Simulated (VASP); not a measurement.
A run of VASP 6.6.1:

Contents of INCAR:

```
PREC = Accurate
ENCUT = 520
EDIFF = 1E-8
ISMEAR = -1
SIGMA = 0.08
LREAL = F
LASPH = T
NELM = 60
ALGO = Normal
ISIF = 2
LWAVE = F
LCHARG = F
GGA = PE
LEFG = T
NBANDS = 16
```

File KPOINTS:

```
Automatic mesh
0
Gamma
  15 15 13
```

File POSCAR:

```
TiB2
1.0
    2.9673604788      0.0000000000      0.0000000000
   -1.4836802394      2.5698095569      0.0000000000
    0.0000000000      0.0000000000      3.1624957934
Ti B
1 2
Direct
    0.0000000000      0.0000000000      0.0000000000
    0.3333333333      0.6666666667      0.5000000000
    0.6666666667      0.3333333333      0.5000000000
```

Potentials or basis: VASP PAW PBE potentials, release 64 (Ti_sv, B).

Launch:

```sh
$ cat potpaw_PBE.64/Ti_sv/POTCAR potpaw_PBE.64/B/POTCAR > POTCAR
$ mpirun -np 1 vasp_std > vasp.out
```

Hardware: 1 thread of Intel Xeon 8259CL (shared host).

Q: How long does it take, and how much memory?

A: Wall time 120 s on 1 thread of Intel Xeon 8259CL, on a shared host, peak memory 0.19 GiB. Counts: scf iterations 17, k points 189.
